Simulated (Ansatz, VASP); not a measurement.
# One calculation of BAs, two programs

The input INCAR:

```
SYSTEM = BAs
PREC = Accurate
ENCUT = 520
EDIFF = 1E-7
ISMEAR = -1
SIGMA = 0.05
LREAL = .False.
LASPH = .True.
NELM = 80
ALGO = Normal
ISIF = 2
LWAVE = .False.
LCHARG = .False.
GGA = CA
NBANDS = 11
```

File KPOINTS:

```
Automatic mesh
0
Gamma
  13 13 13
  0 0 0
```

File POSCAR:

```
BAs
1.0
    0.0000000000      2.3646150000      2.3885000000
    2.3646150000      0.0000000000      2.3885000000
    2.3646150000      2.3646150000      0.0000000000
B As
1 1
Direct
    0.0000000000      0.0000000000      0.0000000000
    0.7500000000      0.7500000000      0.7500000000
```

Input for Ansatz:

```yaml
crystal:
  lattice:
    - [0.0, 2.364615, 2.3885]
    - [2.364615, 0.0, 2.3885]
    - [2.364615, 2.364615, 0.0]
  atoms:
    - { symbol: B, position: [0.0, 0.0, 0.0] }
    - { symbol: As, position: [0.75, 0.75, 0.75] }
kpoints:
  mp_grid: { grid: [13, 13, 13] }
  band_path:
    path:
      - [0.0, 0.0, 0.0]
      - [0.5, 0.0, 0.5]
      - [0.75, 0.25, 0.5]
      - [0.5, 0.5, 0.5]
      - [0.0, 0.0, 0.0]
      - [0.5, 0.5, 0.0]
      - [0.6274875, 0.6274875, 0.254975]
      - [0.3725125, 0.3725125, 0.745025]
      - [0.0, 0.0, 0.0]
    npoints: 5
scf:
  occupations: { method: fermi_dirac, width: 0.05 }
hamiltonian:
  xc: lda
  pseudopotentials: { kind: all_electron, lapw: { basis_error: 0.0005 } }
output:
  forces: true
  stress: true
  eigenvalues: true
```

Change from the starting cell: equal xx and yy strain of -1 %.

Alike in both runs: task single point; functional LDA; k mesh 13 × 13 × 13; occupations fermi-dirac, width 0.05 eV; no spin polarisation.

|  | VASP | Ansatz |
| --- | --- | --- |
| version | VASP 6.6.1 | Ansatz 0.2.0 |
| potentials or method | VASP PAW LDA potentials, release 64 (B, As), cutoff 520 eV | all-electron LAPW, scalar-relativistic |

|  | VASP | Ansatz | Ansatz less VASP |
| --- | --- | --- | --- |
| pressure (GPa) | -0.3 | -1.2 | -0.92 |
| traceless stress, the component that is largest in VASP (GPa) | -1.44 | -1.45 | -0.008 |

LDA's correlation is that of Perdew and Zunger in VASP and of Perdew and Wang (1992) in Ansatz. Ansatz ran all-electron here, and VASP with PAW potentials.
